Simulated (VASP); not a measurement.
# Pb (P6_3/mmc) in VASP: a series of runs

Runs on Pb. Level: PBE. Tasks: relaxation of shape and atoms at fixed volume.

All numbers are computed with VASP 6.6.1; they aren't measurements. Logs are shortened: lines on timing, memory, paths and dates and some standing lists are left out, and cuts for length are marked.

### 1 The cell of the first run

Symmetry: P6_3/mmc, No. 194, hexagonal system. Conventional cell: a = 3.247 Å, b = 3.247 Å, c = 10.492 Å, α = 90.00°, β = 90.00°, γ = 120.00°. Within 4.2 Å of Pb (site symmetry -3m) lie 12 Pb at 3.22 to 3.25 Å. Pb (site symmetry -6m2) has 12 Pb at 3.22 to 3.25 Å within 4.2 Å.

This isn't the form of Pb at room conditions, which is fcc.

### 2 Relaxation of shape and atoms at fixed volume, PBE

INCAR

```
SYSTEM = Pb
  PREC = Accurate
  ENCUT = 600
  EDIFF = 1E-6
  ISMEAR = -1
  SIGMA = 0.1
  LREAL = .FALSE.
  LASPH = .TRUE.
  NELM = 80
  ALGO = Normal
  ISIF = 4
  LWAVE = .FALSE.
  LCHARG = .FALSE.
  GGA = PE
  IBRION = 2
  NSW = 50
  EDIFFG = -0.005
```

KPOINTS

```
Automatic mesh
0
G
  10 10 3
  0 0 0
```

POSCAR

```
Pb
1.0
    3.2466326336      0.0000000000      0.0000000000
   -1.6233163168      2.8116663374      0.0000000000
    0.0000000000      0.0000000000     10.4917399181
Pb
4
Direct
    0.0000000000      0.0000000000      0.0000000000
    0.0000000000      0.0000000000      0.5000000000
    0.3333333333      0.6666666667      0.2500000000
    0.6666666667      0.3333333333      0.7500000000
```

Potentials or basis: VASP PAW PBE potentials, release 64 (Pb_d).

On the command line:

```console
$ cat potpaw_PBE.64/Pb_d/POTCAR > POTCAR
$ mpirun -np 1 vasp_std > vasp.out
```

OUTCAR:

```text
SYSTEM = Pb
   PREC = Accurate
   ENCUT = 600
   EDIFF = 1E-6
   ISMEAR = -1
   LREAL = .FALSE.
   LASPH = .TRUE.
   NELM = 80
   ISIF = 4
   GGA = PE
   IBRION = 2
   NSW = 50
   EDIFFG = -0.005

 ion  position               nearest neighbor table
   1  0.000  0.000  0.000-   3 3.22   4 3.22   3 3.22   4 3.22   4 3.22   3 3.22
   2  0.000  0.000  0.500-   3 3.22   4 3.22   3 3.22   4 3.22   4 3.22   3 3.22
   3  0.333  0.667  0.250-   1 3.22   2 3.22   1 3.22   2 3.22   1 3.22   2 3.22
   4  0.667  0.333  0.750-   1 3.22   2 3.22   1 3.22   2 3.22   1 3.22   2 3.22

  LATTYP: Found a hexagonal cell.
 ALAT       =     3.2466326336
 C/A-ratio  =     3.2315759441

  Lattice vectors:

 A1 = (   3.2466326336,   0.0000000000,   0.0000000000)
 A2 = (  -1.6233163168,   2.8116663374,   0.0000000000)
 A3 = (   0.0000000000,   0.0000000000,  10.4917399181)

Analysis of symmetry for initial positions (statically):
=====================================================================
 Subroutine PRICEL returns:
 Original cell was already a primitive cell.

 Routine SETGRP: Setting up the symmetry group for a
 hexagonal supercell.

 Subroutine GETGRP returns: Found 24 space group operations
 (whereof 12 operations were pure point group operations)
 out of a pool of 24 trial point group operations.

The static configuration has the point symmetry D_3d.
 The point group associated with its full space group is D_6h.

Analysis of symmetry for dynamics (positions and initial velocities):
=====================================================================
 Subroutine PRICEL returns:
 Original cell was already a primitive cell.

 Routine SETGRP: Setting up the symmetry group for a
 hexagonal supercell.

 Subroutine GETGRP returns: Found 24 space group operations
 (whereof 12 operations were pure point group operations)
 out of a pool of 24 trial point group operations.

The dynamic configuration has the point symmetry D_3d.
 The point group associated with its full space group is D_6h.

 Subroutine INISYM returns: Found 24 space group operations
 (whereof 12 operations are pure point group operations),
 and found     1 'primitive' translations

[... 155 lines left out ...]
  Total       13.3770591     13.3770591     14.2840172      0.0000000     -0.0000000      0.0000000
  in kB      223.7828394    223.7828394    238.9552084      0.0000000     -0.0000000      0.0000000
  external PRESSURE =     228.8402957 kB  Pullay stress =       0.0000000 kB

 VOLUME and BASIS-vectors are now :
 -----------------------------------------------------------------------------
  energy-cutoff  :      600.00
  volume of cell :       95.77
      direct lattice vectors                 reciprocal lattice vectors
     3.246632634  0.000000000  0.000000000     0.308011442  0.177830489  0.000000000
    -1.623316317  2.811666337  0.000000000     0.000000000  0.355660978  0.000000000
     0.000000000  0.000000000 10.491739918     0.000000000  0.000000000  0.095313076

 POSITION                                       TOTAL-FORCE (eV/Angst)
 -----------------------------------------------------------------------------------
      0.00000      0.00000      0.00000        -0.000000      0.000000     -0.000000
      0.00000      0.00000      5.24587        -0.000000      0.000000     -0.000000
     -0.00000      1.87444      2.62293        -0.000000      0.000000      0.000000
      1.62332      0.93722      7.86880         0.000000     -0.000000      0.000000
 -----------------------------------------------------------------------------------
    total drift:                                0.000000     -0.000000      0.000000

  FREE ENERGIE OF THE ION-ELECTRON SYSTEM (eV)
  ---------------------------------------------------
  free  energy   TOTEN  =       -12.5301116559 eV

  energy  without entropy=      -12.4732778375  energy(sigma->0) =      -12.50169475

--------------------------------------- Ionic step        2  -------------------------------------------

 number of electron      56.0000009 magnetization

 Free energy of the ion-electron system (eV)
  ---------------------------------------------------
  ext. energy  EPLUGINS =         0.00000000
  ---------------------------------------------------
  free energy    TOTEN  =       -12.53338834 eV

  energy without entropy =      -12.47835410  energy(sigma->0) =      -12.50587122

 E-fermi :  10.3077     XC(G=0): -11.3764

 val. band max:       10.1995656360   @ k =   0.3000   0.2000   0.3333
 cond. band min:      10.4382641842   @ k =   0.2000   0.2000   0.0000
 fundamental gap:      0.2386985482
 Fermi energy:        10.3077324097

 k-point     1 :       0.0000    0.0000    0.0000
  band No.  band energies     occupation
      1      -7.2456      2.00000
      2      -7.1695      2.00000
      3      -7.1489      2.00000
      4      -7.1105      2.00000
      5      -7.1001      2.00000
      6      -7.1001      2.00000
[... 853 lines left out ...]
     32      12.6117      0.00000
     33      13.4398      0.00000

 [... further k-points ...]

------------------------ aborting loop because EDIFF is reached ----------------------------------------

  FORCE on cell =-STRESS in cart. coord.  units (eV):
  Direction    XX          YY          ZZ          XY          YZ          ZX
  --------------------------------------------------------------------------------------
  -------------------------------------------------------------------------------------
  Total       13.6650764     13.6650764     13.6427589      0.0000000      0.0000000     -0.0000000
  in kB      228.6010384    228.6010384    228.2276930      0.0000000      0.0000000     -0.0000000
  external PRESSURE =     228.4765899 kB  Pullay stress =       0.0000000 kB

 VOLUME and BASIS-vectors are now :
 -----------------------------------------------------------------------------
  energy-cutoff  :      600.00
  volume of cell :       95.77
      direct lattice vectors                 reciprocal lattice vectors
     3.234837753  0.000000000  0.000000000     0.309134515  0.178478895  0.000000000
    -1.617418876  2.801451671 -0.000000000    -0.000000000  0.356957791  0.000000000
     0.000000000 -0.000000000 10.568389467    -0.000000000  0.000000000  0.094621797

 POSITION                                       TOTAL-FORCE (eV/Angst)
 -----------------------------------------------------------------------------------
      3.23484      0.00000     10.56839         0.000000     -0.000000      0.000000
      3.23484      0.00000      5.28419         0.000000      0.000000      0.000000
     -0.00000      1.86763      2.64210        -0.000000      0.000000     -0.000000
      1.61742      0.93382      7.92629         0.000000     -0.000000      0.000000
 -----------------------------------------------------------------------------------
    total drift:                                0.000000     -0.000000      0.000000

  FREE ENERGIE OF THE ION-ELECTRON SYSTEM (eV)
  ---------------------------------------------------
  free  energy   TOTEN  =       -12.5333883408 eV

  energy  without entropy=      -12.4783541003  energy(sigma->0) =      -12.50587122

 reached required accuracy - stopping structural energy minimisation
```

Wall time 73 s (1 thread of Intel Xeon 6975P-C (Granite Rapids), shared host); peak memory 0.29 GiB.

Results:

```yaml
Free_energy: -12.5334 eV
Energy_gained_by_relaxing: 0.8 meV/atom
Ionic_steps: 2
Pressure_after_relaxing: 22.8 GPa
Band_gap_on_the_k_mesh: zero (bands 28 and 29 overlap by 9.11 eV)
```

The path:
| step | energy change (eV) | largest force (eV/Å) | pressure (GPa) | volume (Å³) |
| --- | --- | --- | --- | --- |
| 1 | 0.0000 | 0.0000 | 22.88 | 95.77 |
| 2 | -0.0033 | 0.0000 | 22.85 | 95.77 |

Final structure:
```
CELL_PARAMETERS angstrom
3.23484 0.00000 0.00000
-1.61742 2.80145 0.00000
0.00000 0.00000 10.56839
ATOMIC_POSITIONS crystal
Pb 0.00000 0.00000 0.00000
Pb 0.00000 0.00000 0.50000
Pb 0.33333 0.66667 0.25000
Pb 0.66667 0.33333 0.75000
```

Levels at points of the mesh, in eV from the Fermi level:
| k point | band 24 | band 25 | band 26 | band 27 | band 28 | band 29 | band 30 | band 31 | band 32 | band 33 |
| --- | --- | --- | --- | --- | --- | --- | --- | --- | --- | --- |
| (0.00, 0.00, 0.00) | -8.41 | -5.56 | 1.14 | 1.14 | 6.95 | 6.95 | 8.05 | 8.05 | 8.06 | 8.06 |
| (0.50, 0.00, 0.00) | -6.84 | -5.31 | -4.94 | -2.68 | -2.18 | -0.27 | 0.87 | 2.25 | 4.05 | 4.06 |

Caveat: spin-orbit coupling is left out, which moves the levels of the heavy elements.

### 3 Relaxation of shape and atoms at fixed volume, PBE

This run uses another cell than the first one, of 27.14 Å³/atom.

INCAR

```
SYSTEM = Pb
PREC     = Accurate       ! precision mode
ENCUT    = 600            ! plane-wave cutoff, eV
EDIFF    = 1E-7           ! SCF threshold, eV
ISMEAR   = -1             ! smearing method
SIGMA    = 0.1            ! smearing width, eV
LREAL    = .False.        ! projectors in reciprocal space
LASPH    = .True.         ! aspherical terms in the spheres
NELM     = 100            ! most SCF steps
ALGO     = Normal         ! electronic algorithm
ISIF     = 4              ! what is computed and relaxed
LWAVE    = .False.        ! write WAVECAR
LCHARG   = .False.        ! write CHGCAR
GGA      = PE             ! functional
IBRION   = 2              ! ionic algorithm
NSW      = 50             ! ionic steps
EDIFFG   = -0.005         ! ionic threshold
```

KPOINTS

```
Automatic mesh
0
Gamma
  10 10 3
  0 0 0
```

POSCAR

```
Pb
1.0
    3.3849508764      0.0000000000      0.0000000000
   -1.6924754382      2.9314534495      0.0000000000
    0.0000000000      0.0000000000     10.9387258242
Pb
4
Direct
    0.0000000000      0.0000000000      0.0000000000
    0.0000000000      0.0000000000      0.5000000000
    0.3333333333      0.6666666667      0.2500000000
    0.6666666667      0.3333333333      0.7500000000
```

Potentials or basis: VASP PAW PBE potentials, release 64 (Pb_d).

On the command line:

```console
$ cat potpaw_PBE.64/Pb_d/POTCAR > POTCAR
$ mpirun -np 1 vasp_std > vasp.out
```

It took 2 min on 1 thread of Intel Xeon 6975P-C (Granite Rapids), shared host; peak memory 0.3 GiB.

It converged, with:

- Free energy: -13.7657 eV
- Energy gained by relaxing: 0.3 meV/atom
- Ionic steps: 3
- Pressure after relaxing: 9.4 GPa
- Band gap on the k mesh: zero (bands 28 and 29 overlap by 8.01 eV)

Step by step:
```tsv
step	energy change (eV)	largest force (eV/Å)	pressure (GPa)	volume (Å³)
1	0.0000	0.0000	9.45	108.54
2	-0.0011	0.0000	9.44	108.54
3	-0.0012	0.0000	9.43	108.54
```

Final structure:
```cif
data_structure
_symmetry_space_group_name_H-M 'P 1'
_symmetry_Int_Tables_number 1
_cell_length_a 3.3764
_cell_length_b 3.3764
_cell_length_c 10.9939
_cell_angle_alpha 90.000
_cell_angle_beta 90.000
_cell_angle_gamma 120.000
_cell_volume 108.54
loop_
_atom_site_label
_atom_site_type_symbol
_atom_site_fract_x
_atom_site_fract_y
_atom_site_fract_z
_atom_site_occupancy
Pb1 Pb 0.00000 0.00000 0.00000 1
Pb2 Pb 0.00000 0.00000 0.50000 1
Pb3 Pb 0.33333 0.66667 0.25000 1
Pb4 Pb 0.66667 0.33333 0.75000 1
```

Levels at points of the mesh, in eV from the Fermi level:
| k point | band 26 | band 27 | band 28 | band 29 | band 30 | band 31 |
| --- | --- | --- | --- | --- | --- | --- |
| (0.00, 0.00, 0.00) | 0.98 | 0.98 | 6.18 | 6.18 | 7.11 | 7.11 |
| (0.50, 0.00, 0.00) | -4.25 | -2.49 | -1.96 | -0.11 | 0.85 | 2.14 |

Caveat: spin-orbit coupling is left out, which moves the levels of the heavy elements.

### 4 Relaxation of shape and atoms at fixed volume, PBE

This run uses another cell than the first one, of 30.33 Å³/atom.

INCAR

```
PREC = Accurate
ENCUT = 600
EDIFF = 1E-6
ISMEAR = -1
SIGMA = 0.1
LREAL = F
LASPH = T
NELM = 80
ALGO = Normal
ISIF = 4
LWAVE = F
LCHARG = F
GGA = PE
IBRION = 2
NSW = 50
EDIFFG = -0.005
```

KPOINTS

```
Automatic mesh
0
Gamma
  10 10 3
```

POSCAR

```
Pb
1.0
    3.5128040943      0.0000000000      0.0000000000
   -1.7564020472      3.0421775842      0.0000000000
    0.0000000000      0.0000000000     11.3518932077
Pb
4
Direct
    0.0000000000      0.0000000000      0.0000000000
    0.0000000000      0.0000000000      0.5000000000
    0.3333333333      0.6666666667      0.2500000000
    0.6666666667      0.3333333333      0.7500000000
```

On the command line:

```console
$ cat potpaw_PBE.64/Pb_d/POTCAR > POTCAR
$ mpirun -np 1 vasp_std > vasp.out
```

It took 1.9 min on 1 thread of Intel Xeon 6975P-C (Granite Rapids), shared host; peak memory 0.31 GiB.

The run converged. Its results:

* Free energy: -14.2039 eV
* Energy gained by relaxing: 0.0 meV/atom
* Ionic steps: 3
* Pressure after relaxing: 2.3 GPa
* Band gap on the k mesh: zero (bands 28 and 29 overlap by 7.08 eV)

Step by step:
```tsv
step	energy change (eV)	largest force (eV/Å)	pressure (GPa)	volume (Å³)
1	0.0000	0.0000	2.25	121.31
2	-0.0001	0.0000	2.26	121.31
3	-0.0001	0.0000	2.25	121.31
```

Final structure:
```
Pb
1.0
     3.50842    0.00000    0.00000
    -1.75421    3.03838    0.00000
     0.00000    0.00000   11.38028
Pb
4
Direct
  0.00000 0.00000 0.00000
  0.00000 0.00000 0.50000
  0.33333 0.66667 0.25000
  0.66667 0.33333 0.75000
```

Levels at points of the mesh, in eV from the Fermi level:
```
           k point  band 26  band 27  band 28  band 29  band 30  band 31
(0.00, 0.00, 0.00)     0.84     0.84     5.50     5.50     6.32     6.32
(0.50, 0.00, 0.00)    -3.71    -2.29    -1.78    -0.01     0.82     2.01
```

Caveat: spin-orbit coupling is left out, which moves the levels of the heavy elements.

### 5 Overview

| cell | gap on the mesh (eV) | pressure (GPa) |
| --- | --- | --- |
| relaxed from a = 3.247, b = 3.247, c = 10.492 Å, angles 90.0, 90.0, 120.0°, 4 atoms | none | 22.8 |
| relaxed from a = 3.385, b = 3.385, c = 10.939 Å, angles 90.0, 90.0, 120.0°, 4 atoms | none | 9.4 |
| relaxed from a = 3.513, b = 3.513, c = 11.352 Å, angles 90.0, 90.0, 120.0°, 4 atoms | none | 2.3 |

Alike in all rows: task relaxation of shape and atoms at fixed volume; level PBE; potentials or basis VASP PAW PBE potentials, release 64 (Pb_d); no spin polarisation; k mesh 10 × 10 × 3; cutoff (eV) 600; smearing fermi-dirac 0.1 eV.

Caveats: spin-orbit coupling is left out, which moves the levels of the heavy elements.

Total energies depend on the potentials used, so only differences within one code and one set of settings carry meaning.

The gap in the log of VASP goes by the Fermi energy; the results here count the filled bands.